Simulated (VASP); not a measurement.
# Bi2Se3 (C2/m) in VASP: single point with PBE

Aim: the single point of Bi2Se3 with PBE.

Everything below comes from runs of VASP 6.6.1. Logs are shortened: lines on timing, memory, paths and dates and some standing lists are left out, and cuts for length are marked.

### 1 The cell of the first run

Symmetry: C2/m, No. 12, monoclinic system. Conventional cell: a = 7.278 Å, b = 4.189 Å, c = 11.426 Å, α = 90.00°, β = 103.72°, γ = 90.00°. Bi (site symmetry m) has 6 Se at 2.88 to 3.11 Å within 3.8 Å. Se (site symmetry 2/m) has 6 Bi at 3.11 Å and 12 Se at 4.19 to 4.27 Å within 4.3 Å. Se (site symmetry m) has 3 Bi at 2.88 Å within 3.8 Å.

### 2 Single point, PBE (strain along c alone, the other axes held: +6.0 %, then relaxed in part)

Contents of INCAR:

```
ALGO = Normal
EDIFF = 1E-6
ENCUT = 520
GGA = PE
ISIF = 2
ISMEAR = 0
LASPH = True
LCHARG = False
LREAL = False
LWAVE = False
NBANDS = 32
NELM = 60
PREC = Accurate
SIGMA = 0.02
```

Contents of KPOINTS:

```
k-points
0
Gamma
  6 6 6
```

Contents of POSCAR:

```
Bi2Se3
1.0
    2.0945825474      1.0751492954     11.0873105506
   -2.0945825474      1.0751492954     11.0873105506
    0.0000000000     -2.5637325309     11.1349056571
Bi Se
2 3
Direct
    0.3981244244      0.3981244244      0.3792148041
    0.6018755756      0.6018755756      0.6207851959
    0.0000000000      0.0000000000      0.0000000000
    0.2164340067      0.2164340067      0.2509687717
    0.7835659933      0.7835659933      0.7490312283
```

Potentials or basis: VASP PAW PBE potentials, release 64 (Bi_d, Se).

Started as:

```bash
> cat potpaw_PBE.64/Bi_d/POTCAR potpaw_PBE.64/Se/POTCAR > POTCAR
> mpirun -np 1 vasp_std > vasp.out
```

OUTCAR:

```text
EDIFF = 1E-6
   ENCUT = 520
   GGA = PE
   ISIF = 2
   ISMEAR = 0
   LASPH = True
   LREAL = False
   NELM = 60
   PREC = Accurate

 ion  position               nearest neighbor table
   1  0.398  0.398  0.379-   5 2.88   5 2.88   5 2.88   3 3.11   3 3.11   3 3.11
   2  0.602  0.602  0.621-   4 2.88   4 2.88   4 2.88   3 3.11   3 3.11   3 3.11
   3  0.000  0.000  0.000-   2 3.11   1 3.11   2 3.11   2 3.11   1 3.11   1 3.11
   4  0.216  0.216  0.251-   2 2.88   2 2.88   2 2.88
   5  0.784  0.784  0.749-   1 2.88   1 2.88   1 2.88

  LATTYP: Found a base centered monoclinic cell.
 ALAT       =     7.2783861508
 B/A-ratio  =     0.5755623579
 C/A-ratio  =     1.5698858043
 COS(beta)  =    -0.2370982969

  Lattice vectors:

 A1 = (   2.0945825474,   3.6388818263,  -0.0475951065)
 A2 = (  -2.0945825474,   3.6388818263,  -0.0475951065)
 A3 = (   0.0000000000,  -2.5637325309,  11.1349056571)

Analysis of symmetry for initial positions (statically):
=====================================================================
 Subroutine PRICEL returns:
 Original cell was already a primitive cell.

 Routine SETGRP: Setting up the symmetry group for a
 base centered monoclinic supercell.

 Subroutine GETGRP returns: Found  4 space group operations
 (whereof  4 operations were pure point group operations)
 out of a pool of  4 trial point group operations.

The static configuration has the point symmetry C_2h.

Analysis of symmetry for dynamics (positions and initial velocities):
=====================================================================
 Subroutine PRICEL returns:
 Original cell was already a primitive cell.

 Routine SETGRP: Setting up the symmetry group for a
 base centered monoclinic supercell.

 Subroutine GETGRP returns: Found  4 space group operations
 (whereof  4 operations were pure point group operations)
 out of a pool of  4 trial point group operations.

The dynamic configuration has the point symmetry C_2h.

 Subroutine INISYM returns: Found  4 space group operations
 (whereof  4 operations are pure point group operations),
 and found     1 'primitive' translations

----------------------------------------------------------------------------------------

                                     Primitive cell

  volume of cell :     169.2280

  direct lattice vectors                    reciprocal lattice vectors
     2.094582547  1.075149295 11.087310551     0.238711050  0.137819889  0.031732046
    -2.094582547  1.075149295 11.087310551    -0.238711050  0.137819889  0.031732046
[... 94 lines left out ...]
   NSW    =      0    number of steps for IOM
   IBRION =     -1    ionic relax: 0-MD 1-quasi-New 2-CG
   NFREE  =      0    steps in history (QN), initial steepest desc. (CG)
   ISIF   =      2    stress and relaxation
   ISYM   =      2    0-nonsym 1-usesym 2-fastsym
   POTIM  = 0.5000    time-step for ionic-motion
   TEBEG  =    0.0;   TEEND  =   0.0 temperature during run
   PSTRESS=    0.0 pullay stress
   NELECT =      48.0000    total number of electrons
   NUPDOWN=      -1.0000    fix difference up-down
   EMIN   =  10.00;   EMAX   =-10.00  energy-range for DOS
   EFERMI =   0.00;   METHOD = LEGACY
   ISMEAR =     0;   SIGMA  =   0.02  broadening in eV -4-tet -1-fermi 0-gaus
   EFERMI_NEDOS =   21; number of points for ismear=-14 and -15
   IALGO  =     38    algorithm
   IMIX   =      4    mixing-type and parameters
     AMIX     =   0.40;   BMIX     =  1.00
     AMIX_MAG =   1.60;   BMIX_MAG =  1.00
  volume/ion in A,a.u.               =      33.85       228.40
  Fermi-wavevector in a.u.,A,eV,Ry     =   1.075634  2.032654 15.741785  1.156989
  Thomas-Fermi vector in A             =   2.211496
   LORBIT       =      0    0 simple, 1 ext, 2 COOP (PROOUT), +10 PAW based schemes
   GGA     = PE    functional components
   LHFCALC =     F    Hartree Fock is set to
   AEXX    =    0.0000 exact exchange contribution
   IVDW    =     0    specifies the selected vdW correction
   LEPSILON=     F    determine dielectric tensor
   LRPA    =     F    only Hartree local field effects (RPA)
 non-spin polarized calculation
 Gauss-broadening in eV      SIGMA  =   0.02
  energy-cutoff  :      520.00
  volume of cell :      169.23
 maximum number of plane-waves:      4574
   NGX = 43   NGY = 43   NGZ = 43

 number of electron      48.0000004 magnetization

 Free energy of the ion-electron system (eV)
  ---------------------------------------------------
  ext. energy  EPLUGINS =         0.00000000
  ---------------------------------------------------
  free energy    TOTEN  =       -20.23102167 eV

  energy without entropy =      -20.23102167  energy(sigma->0) =      -20.23102167

 E-fermi :   2.8557     XC(G=0):  -8.4759

 val. band max:        2.7073990253   @ k =   0.5000   0.3333   0.5000
 cond. band min:       3.4826089637   @ k =   0.0000   0.0000   0.0000
 fundamental gap:      0.7752099384
 Fermi energy:         2.8557040575

 k-point     1 :       0.0000    0.0000    0.0000
  band No.  band energies     occupation
      1     -19.8811      2.00000
      2     -19.8805      2.00000
      3     -19.8798      2.00000
      4     -19.8792      2.00000
      5     -19.8776      2.00000
      6     -19.8756      2.00000
[... 829 lines left out ...]
     31       7.7035      0.00000
     32       9.6023      0.00000

 [... further k-points ...]

------------------------ aborting loop because EDIFF is reached ----------------------------------------

  FORCE on cell =-STRESS in cart. coord.  units (eV):
  Direction    XX          YY          ZZ          XY          YZ          ZX
  --------------------------------------------------------------------------------------
  -------------------------------------------------------------------------------------
  Total       -0.1785145     -0.3107478     -0.0822956      0.0000000      0.0111986      0.0000000
  in kB       -1.6900981     -2.9420261     -0.7791389      0.0000000      0.1060238      0.0000000
  external PRESSURE =      -1.8037544 kB  Pullay stress =       0.0000000 kB

 VOLUME and BASIS-vectors are now :
 -----------------------------------------------------------------------------
  energy-cutoff  :      520.00
  volume of cell :      169.23
      direct lattice vectors                 reciprocal lattice vectors
     2.094582547  1.075149295 11.087310551     0.238711050  0.137819889  0.031732046
    -2.094582547  1.075149295 11.087310551    -0.238711050  0.137819889  0.031732046
     0.000000000 -2.563732531 11.134905657     0.000000000 -0.274461582  0.026614856

 POSITION                                       TOTAL-FORCE (eV/Angst)
 -----------------------------------------------------------------------------------
      0.00000     -0.11612     13.05078         0.000000      0.000784     -0.002893
      0.00000     -0.29731     20.25875         0.000000     -0.000784      0.002893
      0.00000      0.00000      0.00000         0.000000      0.000000      0.000000
      0.00000     -0.17802      7.59386         0.000000     -0.000146     -0.007144
      0.00000     -0.23541     25.71567         0.000000      0.000146      0.007144
 -----------------------------------------------------------------------------------
    total drift:                                0.000000     -0.000000      0.000000

  FREE ENERGIE OF THE ION-ELECTRON SYSTEM (eV)
  ---------------------------------------------------
  free  energy   TOTEN  =       -20.2310216700 eV

  energy  without entropy=      -20.2310216700  energy(sigma->0) =      -20.23102167
```

Wall time 28 min (1 thread of AMD EPYC 9R45 (Zen 5), shared host); peak memory 1.2 GiB.

What came out:

```yaml
Free_energy: -20.2310 eV
Pressure: -0.2 GPa
Largest_force: 0.007 eV/Å
Band_gap_on_the_k_mesh: 0.78 eV (least direct gap 0.97 eV)
```

Forces on the atoms (eV/Å):
```
Bi   0.000  0.001 -0.003
Bi   0.000 -0.001  0.003
Se   0.000  0.000  0.000
Se   0.000  0.000 -0.007
Se   0.000  0.000  0.007
```

Caveat: the cell differs from its parent crystal (strain along c alone, the other axes held: +6.0 %, then relaxed in part); spin-orbit coupling is left out, which moves the levels of the heavy elements. A k mesh can miss the band edges.
